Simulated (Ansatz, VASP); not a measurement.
## CoSi2: VASP beside Ansatz

Contents of INCAR:

```
SYSTEM = CoSi2
PREC = Accurate ; ENCUT = 520
EDIFF = 1E-6 ; ISMEAR = 0
SIGMA = 0.15 ; LREAL = .False.
LASPH = .True. ; NELM = 80
ALGO = Normal ; ISIF = 2
LWAVE = .False. ; LCHARG = .False.
GGA = PE ; NBANDS = 16
```

File KPOINTS:

```
regular mesh
0
Gamma
  16 16 16
  0 0 0
```

Contents of POSCAR:

```
CoSi2
1.0
    0.0000000000      2.6129405832      2.5459421067
    2.6129405832      0.0000000000      2.5459421067
    2.6129405832      2.6129405832      0.0000000000
Co Si
1 2
Direct
    0.0000000000      0.0000000000      0.0000000000
    0.2500000000      0.2500000000      0.2500000000
    0.7500000000      0.7500000000      0.7500000000
```

Input for Ansatz:

```yaml
crystal:
  lattice:
    - [0.0, 2.6129405832, 2.5459421067]
    - [2.6129405832, 0.0, 2.5459421067]
    - [2.6129405832, 2.6129405832, 0.0]
  atoms:
    - { symbol: Co, position: [0.0, 0.0, 0.0] }
    - { symbol: Si, position: [0.25, 0.25, 0.25] }
    - { symbol: Si, position: [0.75, 0.75, 0.75] }
basis:
  ecutwfc: 420
kpoints:
  mp_grid: { grid: [16, 16, 16] }
hamiltonian:
  xc: pbe
scf:
  occupations: { method: gaussian, width: 0.15 }
output:
  forces: true
  stress: true
  eigenvalues: true
```

Change from the starting cell: strain -0.025 along x and y, -0.050 along z, atoms carried along.

Alike in both runs: task single point; functional PBE; k mesh 16 × 16 × 16; occupations gaussian, width 0.15 eV; no spin polarisation.

|  | VASP | Ansatz |
| --- | --- | --- |
| version | VASP 6.6.1 | Ansatz 0.2.0 |
| potentials or method | VASP PAW PBE potentials, release 64 (Co, Si), cutoff 520 eV | scalar-relativistic, plane waves, PAW |
| valence electrons in the cell | 17 | 25 |

|  | VASP | Ansatz | Ansatz less VASP |
| --- | --- | --- | --- |
| gap on the k mesh at the Fermi level (eV) | none | none | - |
| pressure (GPa) | 22.8 | 23.0 | +0.17 |
| traceless stress, the component that is largest in VASP (GPa) | 2.23 | 2.24 | +0.004 |

A gap of «none» marks a metal or a gap that the smearing closes. VASP's potentials hold 17 valence electrons a cell and Ansatz's 25, so a difference there can come from the potentials and not from the codes.
